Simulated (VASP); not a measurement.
# Be (P6/mmm) in VASP: a series of runs

The runs below take Be through single point, with PBE.

All numbers are computed with VASP 6.6.1; they aren't measurements. Logs are shortened: lines on timing, memory, paths and dates and some standing lists are left out, and cuts for length are marked.

### Step 1. The cell of the first run

The structure is hexagonal, space group P6/mmm (No. 191). Conventional cell: a = 1.690 Å, b = 1.690 Å, c = 1.585 Å, α = 90.00°, β = 90.00°, γ = 120.00°. Within 2.1 Å of Be (site symmetry 6/mmm) lie 8 Be at 1.59 to 1.69 Å.

### Step 2. Single point, PBE (volume scaled by 0.4)

Contents of INCAR:

```
PREC = Accurate
ENCUT = 520
EDIFF = 1E-7
ISMEAR = -1
SIGMA = 0.05
LREAL = False
LASPH = True
NELM = 80
ALGO = Normal
ISIF = 2
LWAVE = False
LCHARG = False
GGA = PE
NBANDS = 7
```

Contents of KPOINTS:

```
regular mesh
0
Gamma
  20 20 18
```

Contents of POSCAR:

```
Be
1.0
    1.6897228717      0.0000000000      0.0000000000
   -0.8448614359      1.4633429323      0.0000000000
    0.0000000000      0.0000000000      1.5851293412
Be
1
Direct
    0.0000000000      0.0000000000      0.0000000000
```

Potentials or basis: VASP PAW PBE potentials, release 64 (Be).

Run with:

```
$ cat potpaw_PBE.64/Be/POTCAR > POTCAR
$ mpirun -np 1 vasp_std > vasp.out
```

OUTCAR:

```text
PREC = Accurate
   ENCUT = 520
   EDIFF = 1E-7
   ISMEAR = -1
   LREAL = False
   LASPH = True
   NELM = 80
   ISIF = 2
   GGA = PE

 ion  position               nearest neighbor table
   1  0.000  0.000  0.000-

  LATTYP: Found a hexagonal cell.
 ALAT       =     1.6897228717
 C/A-ratio  =     0.9381001866

  Lattice vectors:

 A1 = (   1.6897228717,   0.0000000000,   0.0000000000)
 A2 = (  -0.8448614359,   1.4633429323,   0.0000000000)
 A3 = (   0.0000000000,   0.0000000000,   1.5851293412)

Analysis of symmetry for initial positions (statically):
=====================================================================
 Subroutine PRICEL returns:
 Original cell was already a primitive cell.

 Routine SETGRP: Setting up the symmetry group for a
 hexagonal supercell.

 Subroutine GETGRP returns: Found 24 space group operations
 (whereof 24 operations were pure point group operations)
 out of a pool of 24 trial point group operations.

The static configuration has the point symmetry D_6h.

Analysis of symmetry for dynamics (positions and initial velocities):
=====================================================================
 Subroutine PRICEL returns:
 Original cell was already a primitive cell.

 Routine SETGRP: Setting up the symmetry group for a
 hexagonal supercell.

 Subroutine GETGRP returns: Found 24 space group operations
 (whereof 24 operations were pure point group operations)
 out of a pool of 24 trial point group operations.

The dynamic configuration has the point symmetry D_6h.

 Subroutine INISYM returns: Found 24 space group operations
 (whereof 24 operations are pure point group operations),
 and found     1 'primitive' translations

----------------------------------------------------------------------------------------

                                     Primitive cell

  volume of cell :       3.9195

  direct lattice vectors                    reciprocal lattice vectors
     1.689722872  0.000000000  0.000000000     0.591813023  0.341683408  0.000000000
[... 71 lines left out ...]
   ions per type =               1
   NGX,Y,Z   is equivalent  to a cutoff of  13.77, 13.77, 12.59 a.u.
   NGXF,Y,Z  is equivalent  to a cutoff of  27.55, 27.55, 25.17 a.u.
 SYSTEM =  unknown system
   PREC   = accura    normal or accurate (medium, high low for compatibility)
   ISTART =      0    job   : 0-new  1-cont  2-samecut
   ICHARG =      2    charge: 1-file 2-atom 10-const
   ISPIN  =      1    spin polarized calculation?
   LNONCOLLINEAR =      F non collinear calculations
   LSORBIT =      F    spin-orbit coupling
   LASPH  =      T    aspherical Exc in radial PAW
   ENCUT  =  520.0 eV  38.22 Ry    6.18 a.u.   3.14  3.14  2.95*2*pi/ulx,y,z
   NELM   =     80;   NELMIN=  2; NELMDL= -5     # of ELM steps
   EDIFF  = 0.1E-06   stopping-criterion for ELM
   LREAL  =      F    real-space projection
   EDIFFG = 0.1E-05   stopping-criterion for IOM
   NSW    =      0    number of steps for IOM
   IBRION =     -1    ionic relax: 0-MD 1-quasi-New 2-CG
   NFREE  =      0    steps in history (QN), initial steepest desc. (CG)
   ISIF   =      2    stress and relaxation
   ISYM   =      2    0-nonsym 1-usesym 2-fastsym
   POTIM  = 0.5000    time-step for ionic-motion
   TEBEG  =    0.0;   TEEND  =   0.0 temperature during run
   PSTRESS=    0.0 pullay stress
   NELECT =       2.0000    total number of electrons
   NUPDOWN=      -1.0000    fix difference up-down
   EMIN   =  10.00;   EMAX   =-10.00  energy-range for DOS
   EFERMI =   0.00;   METHOD = LEGACY
   ISMEAR =    -1;   SIGMA  =   0.05  broadening in eV -4-tet -1-fermi 0-gaus
   EFERMI_NEDOS =   21; number of points for ismear=-14 and -15
   IALGO  =     38    algorithm
   IMIX   =      4    mixing-type and parameters
     AMIX     =   0.40;   BMIX     =  1.00
     AMIX_MAG =   1.60;   BMIX_MAG =  1.00
  volume/ion in A,a.u.               =       3.92        26.45
  Fermi-wavevector in a.u.,A,eV,Ry     =   1.308206  2.472150 23.285043  1.711402
  Thomas-Fermi vector in A             =   2.438888
   LORBIT       =      0    0 simple, 1 ext, 2 COOP (PROOUT), +10 PAW based schemes
   GGA     = PE    functional components
   LHFCALC =     F    Hartree Fock is set to
   AEXX    =    0.0000 exact exchange contribution
   IVDW    =     0    specifies the selected vdW correction
   LEPSILON=     F    determine dielectric tensor
   LRPA    =     F    only Hartree local field effects (RPA)
 non-spin polarized calculation
  energy-cutoff  :      520.00
  volume of cell :        3.92
 maximum number of plane-waves:       114
 NGX is ok and might be reduce to    14
   NGX =  7   NGY =  7   NGZ =  5

 number of electron       2.0000000 magnetization

 Free energy of the ion-electron system (eV)
  ---------------------------------------------------
  ext. energy  EPLUGINS =         0.00000000
  ---------------------------------------------------
  free energy    TOTEN  =        -0.40139815 eV

  energy without entropy =       -0.39978285  energy(sigma->0) =       -0.40059050

 E-fermi :  16.3170     XC(G=0): -13.1707

 val. band max:       16.3131274774   @ k =   0.3000   0.0000   0.5000
 cond. band min:      16.3317941267   @ k =   0.2000   0.1000   0.5000
 fundamental gap:      0.0186666493
 Fermi energy:        16.3170395986

 k-point     1 :       0.0000    0.0000    0.0000
  band No.  band energies     occupation
      1      -0.5896      2.00000
      2      41.3869      0.00000
      3      46.6508      0.00000
      4      46.6508      0.00000
      5      50.1103      0.00000
      6      59.8785      0.00000
      7      59.8785      0.00000
[... 221 lines left out ...]
 k-point    24 :       0.2500    0.1000    0.0000
  band No.  band energies     occupation
      1       2.7915      2.00000
      2      26.0454      0.00000
      3      34.2298      0.00000
      4      47.1452      0.00000
      5      52.3905      0.00000
      6      64.5573      0.00000
      7      73.0800      0.00000

 [... further k-points ...]
[... 5 lines left out ...]
  --------------------------------------------------------------------------------------
  -------------------------------------------------------------------------------------
  Total        7.4814185      7.4814185      7.4816296     -0.0000000     -0.0000000      0.0000000
  in kB     3058.2165185   3058.2165187   3058.3028063     -0.0000001     -0.0000000      0.0000000
  external PRESSURE =    3058.2452812 kB  Pullay stress =       0.0000000 kB

 VOLUME and BASIS-vectors are now :
 -----------------------------------------------------------------------------
  energy-cutoff  :      520.00
  volume of cell :        3.92
      direct lattice vectors                 reciprocal lattice vectors
     1.689722872  0.000000000  0.000000000     0.591813023  0.341683408  0.000000000
    -0.844861436  1.463342932  0.000000000     0.000000000  0.683366816  0.000000000
     0.000000000  0.000000000  1.585129341     0.000000000  0.000000000  0.630863346

 POSITION                                       TOTAL-FORCE (eV/Angst)
 -----------------------------------------------------------------------------------
      0.00000      0.00000      0.00000        -0.000000      0.000000      0.000000
 -----------------------------------------------------------------------------------
    total drift:                               -0.000000      0.000000      0.000000

  FREE ENERGIE OF THE ION-ELECTRON SYSTEM (eV)
  ---------------------------------------------------
  free  energy   TOTEN  =        -0.4013981548 eV

  energy  without entropy=       -0.3997828531  energy(sigma->0) =       -0.40059050
```

stdout:

```text
POSCAR found type information on POSCAR Be
 POSCAR found :  1 types and       1 ions
 scaLAPACK will be used
 LDA part: xc-table for (Slater+PW92), standard interpolation
 POSCAR, INCAR and KPOINTS ok, starting setup
 FFT: planning ... GRIDC
 FFT: planning ... GRID_SOFT
 FFT: planning ... GRID
 WAVECAR not read
 entering main loop
```

It took 5.9 s on 1 thread of Intel Xeon Platinum 8488C (Sapphire Rapids), shared host; peak memory 0.11 GiB.

What came out:

| Quantity | Value |
| --- | --- |
| Free energy | -0.4014 eV |
| Pressure | 305.8 GPa |
| Band gap on the k mesh | zero (band 1 reaches 21.05 eV, above the bottom of band 2 at 12.58 eV) |

Levels at points of the mesh, in eV from the Fermi level:
| k point | band 1 | band 2 | band 3 | band 4 | band 5 |
| --- | --- | --- | --- | --- | --- |
| (0.00, 0.00, 0.00) | -16.91 | 25.07 | 30.33 | 30.33 | 33.79 |
| (0.50, 0.00, 0.00) | -10.64 | 1.92 | 18.61 | 31.38 | 35.79 |
| (0.00, 0.00, 0.50) | -12.29 | -0.03 | 37.87 | 37.87 | 50.00 |
| (0.50, 0.00, 0.50) | 0.41 | 1.62 | 9.07 | 19.71 | 27.59 |

### Step 3. Single point, PBE (volume scaled by 0.45)

Contents of INCAR:

```
SYSTEM = Be
ALGO = Normal
EDIFF = 1E-6
ENCUT = 520
GGA = PE
ISIF = 2
ISMEAR = -1
LASPH = .TRUE.
LCHARG = .TRUE.
LELF = .TRUE.
LREAL = .FALSE.
LVHAR = .TRUE.
LWAVE = .FALSE.
NBANDS = 7
NELM = 100
PREC = Accurate
SIGMA = 0.05
```

Contents of KPOINTS:

```
k-points
0
G
  20 20 18
  0 0 0
```

Contents of POSCAR:

```
Be
1.0
    1.7435935353      0.0000000000      0.0000000000
   -0.8717967677      1.5099962955      0.0000000000
    0.0000000000      0.0000000000      1.6747797164
Be
1
Direct
    0.0000000000      0.0000000000      0.0000000000
```

Potentials or basis: VASP PAW PBE potentials, release 64 (Be).

Run with:

```
$ cat potpaw_PBE.64/Be/POTCAR > POTCAR
$ mpirun -np 1 vasp_std > vasp.out
```

Wall time 5.6 s (1 thread of Intel Xeon Platinum 8488C (Sapphire Rapids), shared host); peak memory 0.11 GiB.

Results (log left out):

```yaml
Free_energy: -1.1983 eV
Pressure: 221.6 GPa
Band_gap_on_the_k_mesh: zero (band 1 reaches 18.97 eV, above the bottom of band 2 at 11.53 eV)
```

Stress tensor (GPa, compression positive):
```
221.90   0.00   0.00
  0.00 221.90   0.00
  0.00   0.00 221.14
```

Levels at points of the mesh, in eV from the Fermi level:
| k point | band 1 | band 2 | band 3 | band 4 | band 5 | band 6 |
| --- | --- | --- | --- | --- | --- | --- |
| (0.00, 0.00, 0.00) | -15.67 | 22.09 | 29.14 | 29.14 | 30.85 | 41.87 |
| (0.50, 0.00, 0.00) | -9.07 | 2.02 | 18.27 | 29.80 | 32.20 | 44.14 |
| (0.00, 0.00, 0.50) | -10.93 | -0.66 | 35.47 | 35.47 | 47.44 | 52.34 |
| (0.50, 0.00, 0.50) | 0.52 | 2.18 | 9.07 | 18.05 | 25.91 | 38.90 |

### Step 4. Single point, PBE (volume scaled by 0.55)

Contents of INCAR:

```
  PREC = Accurate
  ENCUT = 520
  EDIFF = 1E-6
  ISMEAR = -1
  SIGMA = 0.05
  LREAL = False
  LASPH = True
  NELM = 100
  ALGO = Normal
  ISIF = 2
  LWAVE = False
  LCHARG = True
  GGA = PE
  LELF = True
  LVHAR = True
  NBANDS = 7
```

Contents of KPOINTS:

```
Automatic mesh
0
Gamma
  20 20 18
```

Contents of POSCAR:

```
Be
1.0
    1.8409843339      0.0000000000      0.0000000000
   -0.9204921670      1.5943392011      0.0000000000
    0.0000000000      0.0000000000      1.8361078304
Be
1
Direct
    0.0000000000      0.0000000000      0.0000000000
```

Run with:

```
$ cat potpaw_PBE.64/Be/POTCAR > POTCAR
$ mpirun -np 1 vasp_std > vasp.out
```

Wall time 4 s (1 thread of Intel Xeon Platinum 8488C (Sapphire Rapids), shared host); peak memory 0.11 GiB.

It converged, with:

```yaml
Free_energy: -2.2082 eV
Pressure: 119.9 GPa
Band_gap_on_the_k_mesh: zero (band 1 reaches 15.44 eV, above the bottom of band 2 at 9.38 eV)
```

Stress tensor (GPa, compression positive):
```
120.14   0.00   0.00
  0.00 120.14   0.00
  0.00   0.00 119.55
```

Levels at points of the mesh, in eV from the Fermi level:
```csv
k point,band 1,band 2,band 3,band 4
"(0.00, 0.00, 0.00)",-13.83,17.79,26.29,26.82
"(0.50, 0.00, 0.00)",-6.98,2.00,17.29,26.88
"(0.00, 0.00, 0.50)",-9.00,-1.66,31.49,31.49
"(0.50, 0.00, 0.50)",0.54,2.79,8.88,15.29
```

### Step 5. Single point, PBE (volume scaled by 0.65)

Contents of INCAR:

```
PREC     = Accurate       # precision mode
ENCUT    = 520            # plane-wave cutoff, eV
EDIFF    = 1E-6           # SCF threshold, eV
ISMEAR   = -1             # smearing method
SIGMA    = 0.05           # smearing width, eV
LREAL    = False          # projectors in reciprocal space
LASPH    = True           # aspherical terms in the spheres
NELM     = 60             # most SCF steps
ALGO     = Normal         # electronic algorithm
ISIF     = 2              # what is computed and relaxed
LWAVE    = False          # write WAVECAR
LCHARG   = False          # write CHGCAR
GGA      = PE             # functional
NBANDS   = 7              # bands
```

Contents of KPOINTS:

```
regular mesh
0
Gamma
  20 20 18
```

Contents of POSCAR:

```
Be
1.0
    1.9247113893      0.0000000000      0.0000000000
   -0.9623556946      1.6668489581      0.0000000000
    0.0000000000      0.0000000000      1.9852618780
Be
1
Direct
    0.0000000000      0.0000000000      0.0000000000
```

Run with:

```
$ cat potpaw_PBE.64/Be/POTCAR > POTCAR
$ mpirun -np 1 vasp_std > vasp.out
```

Run time: 6.1 s. Hardware: 1 thread of Intel Xeon Platinum 8488C (Sapphire Rapids), shared host; peak memory 0.12 GiB.

The run converged. Its results:

```yaml
Free_energy: -2.7607 eV
Pressure: 65.9 GPa
Band_gap_on_the_k_mesh: zero (band 1 reaches 12.89 eV, above the bottom of band 2 at 6.51 eV)
```

Stress tensor (GPa, compression positive):
```
66.01  0.00  0.00
 0.00 66.01  0.00
 0.00  0.00 65.75
```

Levels at points of the mesh, in eV from the Fermi level:
| k point | band 1 | band 2 | band 3 | band 4 | band 5 |
| --- | --- | --- | --- | --- | --- |
| (0.00, 0.00, 0.00) | -12.52 | 14.63 | 22.75 | 24.86 | 24.86 |
| (0.50, 0.00, 0.00) | -5.65 | 1.91 | 16.33 | 22.99 | 25.14 |
| (0.00, 0.00, 0.50) | -7.73 | -2.45 | 28.41 | 28.41 | 39.51 |
| (0.50, 0.00, 0.50) | 0.40 | 3.09 | 8.59 | 13.10 | 20.85 |

### Step 6. Single point, PBE (volume scaled by 0.65)

Contents of INCAR:

```
SYSTEM = Be
PREC     = Accurate       ! precision mode
ENCUT    = 520            ! plane-wave cutoff, eV
EDIFF    = 1E-7           ! SCF threshold, eV
ISMEAR   = -1             ! smearing method
SIGMA    = 0.05           ! smearing width, eV
LREAL    = .False.        ! projectors in reciprocal space
LASPH    = .True.         ! aspherical terms in the spheres
NELM     = 60             ! most SCF steps
ALGO     = Normal         ! electronic algorithm
ISIF     = 2              ! what is computed and relaxed
LWAVE    = .False.        ! write WAVECAR
LCHARG   = .False.        ! write CHGCAR
GGA      = PE             ! functional
NBANDS   = 7              ! bands
```

Contents of KPOINTS:

```
regular mesh
0
Gamma
  20 20 18
  0 0 0
```

POSCAR is that of step 5.

Potentials or basis: VASP PAW PBE potentials, release 64 (Be).

Run with:

```
$ cat potpaw_PBE.64/Be/POTCAR > POTCAR
$ mpirun -np 1 vasp_std > vasp.out
```

OUTCAR:

```text
SYSTEM = Be
   PREC = Accurate
   ENCUT = 520
   EDIFF = 1E-7
   ISMEAR = -1
   LREAL = .False.
   LASPH = .True.
   NELM = 60
   ISIF = 2
   GGA = PE

 ion  position               nearest neighbor table
   1  0.000  0.000  0.000-

  LATTYP: Found a hexagonal cell.
 ALAT       =     1.9247113893
 C/A-ratio  =     1.0314595160

  Lattice vectors:

 A1 = (   1.9247113893,   0.0000000000,   0.0000000000)
 A2 = (  -0.9623556946,   1.6668489581,   0.0000000000)
 A3 = (   0.0000000000,   0.0000000000,   1.9852618780)

Analysis of symmetry for initial positions (statically):
=====================================================================
 Subroutine PRICEL returns:
 Original cell was already a primitive cell.

 Routine SETGRP: Setting up the symmetry group for a
 hexagonal supercell.

 Subroutine GETGRP returns: Found 24 space group operations
 (whereof 24 operations were pure point group operations)
 out of a pool of 24 trial point group operations.

The static configuration has the point symmetry D_6h.

Analysis of symmetry for dynamics (positions and initial velocities):
=====================================================================
[... 151 lines left out ...]
  free energy    TOTEN  =        -2.76069339 eV

  energy without entropy =       -2.75854330  energy(sigma->0) =       -2.75961835

 E-fermi :   8.9611     XC(G=0): -11.3132

 val. band max:        8.9606033110   @ k =   0.5000   0.0000   0.4444
 cond. band min:       8.9787140872   @ k =   0.4500   0.0500   0.4444
 fundamental gap:      0.0181107762
 Fermi energy:         8.9611320314

 k-point     1 :       0.0000    0.0000    0.0000
  band No.  band energies     occupation
      1      -3.5561      2.00000
      2      23.5917      0.00000
      3      31.7126      0.00000
      4      33.8189      0.00000
      5      33.8189      0.00000
      6      45.2440      0.00000
      7      45.2440      0.00000
[... 221 lines left out ...]
 k-point    24 :       0.2500    0.1000    0.0000
  band No.  band energies     occupation
      1      -0.0520      2.00000
      2      18.1109      0.00000
      3      23.9700      0.00000
      4      28.0556      0.00000
      5      36.7775      0.00000
      6      43.4270      0.00000
      7      51.2268      0.00000

 [... further k-points ...]
[... 5 lines left out ...]
  --------------------------------------------------------------------------------------
  -------------------------------------------------------------------------------------
  Total        2.6240123      2.6240123      2.6141496      0.0000000      0.0000000      0.0000000
  in kB      660.0803029    660.0803029    657.5993226      0.0000000      0.0000000      0.0000000
  external PRESSURE =     659.2533094 kB  Pullay stress =       0.0000000 kB

 VOLUME and BASIS-vectors are now :
 -----------------------------------------------------------------------------
  energy-cutoff  :      520.00
  volume of cell :        6.37
      direct lattice vectors                 reciprocal lattice vectors
     1.924711389  0.000000000  0.000000000     0.519558416  0.299967191  0.000000000
    -0.962355695  1.666848958  0.000000000     0.000000000  0.599934382  0.000000000
     0.000000000  0.000000000  1.985261878     0.000000000  0.000000000  0.503711884

 POSITION                                       TOTAL-FORCE (eV/Angst)
 -----------------------------------------------------------------------------------
      0.00000      0.00000      0.00000         0.000000      0.000000      0.000000
 -----------------------------------------------------------------------------------
    total drift:                               -0.000000     -0.000000     -0.000000

  FREE ENERGIE OF THE ION-ELECTRON SYSTEM (eV)
  ---------------------------------------------------
  free  energy   TOTEN  =        -2.7606933948 eV

  energy  without entropy=       -2.7585432974  energy(sigma->0) =       -2.75961835
```

Wall time 7.6 s (1 thread of Intel Xeon Platinum 8488C (Sapphire Rapids), shared host); peak memory 0.12 GiB.

Results:

| Property | Result |
| --- | --- |
| Free energy | -2.7607 eV |
| Pressure | 65.9 GPa |
| Band gap on the k mesh | zero (band 1 reaches 12.89 eV, above the bottom of band 2 at 6.51 eV) |

### Step 7. The runs side by side

```tsv
cell	gap on the mesh (eV)	pressure (GPa)
a = 1.690, b = 1.690, c = 1.585 Å, angles 90.0, 90.0, 120.0°, 1 atom	none	305.8
a = 1.744, b = 1.744, c = 1.675 Å, angles 90.0, 90.0, 120.0°, 1 atom	none	221.6
a = 1.841, b = 1.841, c = 1.836 Å, angles 90.0, 90.0, 120.0°, 1 atom	none	119.9
a = 1.925, b = 1.925, c = 1.985 Å, angles 90.0, 90.0, 120.0°, 1 atom	none	65.9
```

Alike in all rows: task single point; level PBE; potentials or basis VASP PAW PBE potentials, release 64 (Be); no spin polarisation; k mesh 20 × 20 × 18; cutoff (eV) 520; smearing fermi-dirac 0.05 eV.

Total energies depend on the potentials used, so only differences within one code and one set of settings carry meaning.
